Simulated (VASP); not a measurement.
# ErC3 (Cmmm) in VASP: single point with PBE

Aim: the single point of ErC3 with PBE.

All numbers are computed with VASP 6.6.1; they aren't measurements. Logs are shortened: lines on timing, memory, paths and dates and some standing lists are left out, and cuts for length are marked.

### 1 The cell of the first run

The structure is orthorhombic, space group Cmmm (No. 65). Conventional cell: a = 4.747 Å, b = 5.352 Å, c = 4.747 Å, α = 90.00°, β = 90.00°, γ = 90.00°. Er (site symmetry mmm) has 8 C at 2.37 to 2.68 Å within 3.1 Å. C (site symmetry mmm) has 4 Er at 2.37 to 2.68 Å and 4 C at 2.94 Å within 3.1 Å. C (site symmetry 2mm) has 1 C at 1.28 Å within 1.7 Å.

The cell was built from a structure type or drawn by symmetry, and may not be a known phase.

### 2 Single point, PBE

File INCAR:

```
SYSTEM = ErC3
PREC = Accurate
ENCUT = 600
EDIFF = 1E-6
ISMEAR = 0
SIGMA = 0.2
LREAL = .FALSE.
LASPH = .TRUE.
NELM = 200
ALGO = Normal
ISIF = 2
LWAVE = .FALSE.
LCHARG = .FALSE.
GGA = PE
NBANDS = 18
GGA_COMPAT = .FALSE.
LMAXMIX = 6
```

File KPOINTS:

```
regular mesh
0
G
  5 5 5
  0 0 0
```

File POSCAR:

```
ErC3
1.0
    2.3736298434     -2.6761719701      0.0000000000
    2.3736298434      2.6761719701      0.0000000000
    0.0000000000      0.0000000000      4.7469118422
Er C
1 3
Direct
    0.0000000000      0.0000000000      0.5000000000
    0.5000000000      0.5000000000      0.5000000000
    0.1347944174      0.1347944174      0.0000000000
    0.8652055826      0.8652055826      0.0000000000
```

Potentials or basis: VASP PAW PBE potentials, release 64 (Er_3, C), 4f in core.

The run is started by

```console
cat potpaw_PBE.64/Er_3/POTCAR potpaw_PBE.64/C/POTCAR > POTCAR
mpirun -np 1 vasp_std > vasp.out
```

OUTCAR:

```text
SYSTEM = ErC3
   PREC = Accurate
   ENCUT = 600
   EDIFF = 1E-6
   ISMEAR = 0
   LREAL = .FALSE.
   LASPH = .TRUE.
   NELM = 200
   ISIF = 2
   GGA = PE

 ion  position               nearest neighbor table
   1  0.000  0.000  0.500-   2 2.37   2 2.37   4 2.46   3 2.46   4 2.46   3 2.46   2 2.68   2 2.68

   2  0.500  0.500  0.500-   1 2.37   1 2.37   1 2.68   1 2.68
   3  0.135  0.135  0.000-   4 1.28   1 2.46   1 2.46
   4  0.865  0.865  0.000-   3 1.28   1 2.46   1 2.46

  LATTYP: Found a base centered orthorhombic cell.
 ALAT       =     4.7472596868
 B/A-ratio  =     1.1274596911
 C/A-ratio  =     0.9999267273

  Lattice vectors:

 A1 = (   2.3736298434,  -2.6761719701,   0.0000000000)
 A2 = (   2.3736298434,   2.6761719701,   0.0000000000)
 A3 = (   0.0000000000,   0.0000000000,   4.7469118422)

Analysis of symmetry for initial positions (statically):
=====================================================================
 Subroutine PRICEL returns:
 Original cell was already a primitive cell.

 Routine SETGRP: Setting up the symmetry group for a
 base centered orthorhombic supercell.

 Subroutine GETGRP returns: Found  8 space group operations
 (whereof  8 operations were pure point group operations)
 out of a pool of  8 trial point group operations.

The static configuration has the point symmetry D_2h.

Analysis of symmetry for dynamics (positions and initial velocities):
=====================================================================
 Subroutine PRICEL returns:
 Original cell was already a primitive cell.

 Routine SETGRP: Setting up the symmetry group for a
 base centered orthorhombic supercell.

 Subroutine GETGRP returns: Found  8 space group operations
 (whereof  8 operations were pure point group operations)
 out of a pool of  8 trial point group operations.

The dynamic configuration has the point symmetry D_2h.

 Subroutine INISYM returns: Found  8 space group operations
 (whereof  8 operations are pure point group operations),
 and found     1 'primitive' translations

----------------------------------------------------------------------------------------

                                     Primitive cell

  volume of cell :      60.3071

  direct lattice vectors                    reciprocal lattice vectors
     2.373629843 -2.676171970  0.000000000     0.210647840 -0.186834032  0.000000000
     2.373629843  2.676171970  0.000000000     0.210647840  0.186834032  0.000000000
[... 91 lines left out ...]
   EDIFFG = 0.1E-04   stopping-criterion for IOM
   NSW    =      0    number of steps for IOM
   IBRION =     -1    ionic relax: 0-MD 1-quasi-New 2-CG
   NFREE  =      0    steps in history (QN), initial steepest desc. (CG)
   ISIF   =      2    stress and relaxation
   ISYM   =      2    0-nonsym 1-usesym 2-fastsym
   POTIM  = 0.5000    time-step for ionic-motion
   TEBEG  =    0.0;   TEEND  =   0.0 temperature during run
   PSTRESS=    0.0 pullay stress
   NELECT =      21.0000    total number of electrons
   NUPDOWN=      -1.0000    fix difference up-down
   EMIN   =  10.00;   EMAX   =-10.00  energy-range for DOS
   EFERMI =   0.00;   METHOD = LEGACY
   ISMEAR =     0;   SIGMA  =   0.20  broadening in eV -4-tet -1-fermi 0-gaus
   EFERMI_NEDOS =   21; number of points for ismear=-14 and -15
   IALGO  =     38    algorithm
   IMIX   =      4    mixing-type and parameters
     AMIX     =   0.40;   BMIX     =  1.00
     AMIX_MAG =   1.60;   BMIX_MAG =  1.00
  volume/ion in A,a.u.               =      15.08       101.74
  Fermi-wavevector in a.u.,A,eV,Ry     =   1.151751  2.176493 18.048536  1.326530
  Thomas-Fermi vector in A             =   2.288406
   LORBIT       =      0    0 simple, 1 ext, 2 COOP (PROOUT), +10 PAW based schemes
   GGA     = PE    functional components
   LHFCALC =     F    Hartree Fock is set to
   AEXX    =    0.0000 exact exchange contribution
   IVDW    =     0    specifies the selected vdW correction
   LEPSILON=     F    determine dielectric tensor
   LRPA    =     F    only Hartree local field effects (RPA)
 non-spin polarized calculation
 Gauss-broadening in eV      SIGMA  =   0.20
  energy-cutoff  :      600.00
  volume of cell :       60.31
 maximum number of plane-waves:      2034
 NGX is ok and might be reduce to    30
   NGX = 15   NGY = 15   NGZ = 19

 number of electron      20.9999999 magnetization

 Free energy of the ion-electron system (eV)
  ---------------------------------------------------
  ext. energy  EPLUGINS =         0.00000000
  ---------------------------------------------------
  free energy    TOTEN  =       -25.36235456 eV

  energy without entropy =      -25.29241357  energy(sigma->0) =      -25.32738406

 E-fermi :   1.3388     XC(G=0): -10.0140

 val. band max:        1.3301111800   @ k =   0.4000   0.0000   0.2000
 cond. band min:       1.3421520460   @ k =   0.4000   0.4000   0.0000
 fundamental gap:      0.0120408661
 Fermi energy:         1.3388286432

 k-point     1 :       0.0000    0.0000    0.0000
  band No.  band energies     occupation
      1     -21.6101      2.00000
      2     -21.4607      2.00000
      3     -21.3217      2.00000
      4     -12.3498      2.00000
      5      -7.7796      2.00000
      6      -1.1906      2.00000
[... 481 lines left out ...]
      5      -6.9273      2.00000
      6      -3.2780      2.00000
[... 10 lines left out ...]
     17       8.4916      0.00000
     18      11.2151      0.00000

 [... further k-points ...]

------------------------ aborting loop because EDIFF is reached ----------------------------------------

  FORCE on cell =-STRESS in cart. coord.  units (eV):
  Direction    XX          YY          ZZ          XY          YZ          ZX
  --------------------------------------------------------------------------------------
  -------------------------------------------------------------------------------------
  Total        0.3297276      0.0544623      0.2799634     -0.0000000      0.0000000      0.0000000
  in kB        8.7598708      1.4469004      7.4377859     -0.0000000      0.0000000      0.0000000
  external PRESSURE =       5.8815191 kB  Pullay stress =       0.0000000 kB

 VOLUME and BASIS-vectors are now :
 -----------------------------------------------------------------------------
  energy-cutoff  :      600.00
  volume of cell :       60.31
      direct lattice vectors                 reciprocal lattice vectors
     2.373629843 -2.676171970  0.000000000     0.210647840 -0.186834032  0.000000000
     2.373629843  2.676171970  0.000000000     0.210647840  0.186834032  0.000000000
     0.000000000  0.000000000  4.746911842     0.000000000  0.000000000  0.210663276

 POSITION                                       TOTAL-FORCE (eV/Angst)
 -----------------------------------------------------------------------------------
      0.00000      0.00000      2.37346        -0.000000      0.000000      0.000000
      2.37363      0.00000      2.37346        -0.000000     -0.000000      0.000000
      0.63990      0.00000      0.00000         0.122137     -0.000000      0.000000
      4.10736      0.00000      0.00000        -0.122137     -0.000000      0.000000
 -----------------------------------------------------------------------------------
    total drift:                                0.000000     -0.000000     -0.000000

  FREE ENERGIE OF THE ION-ELECTRON SYSTEM (eV)
  ---------------------------------------------------
  free  energy   TOTEN  =       -25.3623545588 eV

  energy  without entropy=      -25.2924135656  energy(sigma->0) =      -25.32738406
```

stdout:

```text
POSCAR found type information on POSCAR ErC
 POSCAR found :  2 types and       4 ions
 scaLAPACK will be used
 LDA part: xc-table for (Slater+PW92), standard interpolation
 POSCAR, INCAR and KPOINTS ok, starting setup
 FFT: planning ... GRIDC
 FFT: planning ... GRID_SOFT
 FFT: planning ... GRID
 WAVECAR not read
 entering main loop
```

Run time: 25 s. Hardware: 1 thread of AMD EPYC 9R45 (Zen 5), shared host; peak memory 0.17 GiB.

Results:

* Free energy: -25.3624 eV
* Pressure: 0.6 GPa
* Largest force: 0.122 eV/Å
* Band gap on the k mesh: zero (an odd number of electrons rules out a gap without spin polarisation)

Forces on the atoms (eV/Å):
```
Er   0.000  0.000  0.000
C    0.000  0.000  0.000
C    0.122  0.000  0.000
C   -0.122  0.000  0.000
```

Levels at points of the mesh, in eV from the Fermi level:
| k point | band 7 | band 8 | band 9 | band 10 | band 11 | band 12 | band 13 | band 14 |
| --- | --- | --- | --- | --- | --- | --- | --- | --- |
| (0.00, 0.00, 0.00) | -2.53 | -1.52 | -0.32 | 0.98 | 1.30 | 1.37 | 1.49 | 2.47 |

Caveat: spin-orbit coupling is left out, which moves the levels of the heavy elements; the 4f electrons are frozen in the core, so they carry no moment and show no levels.
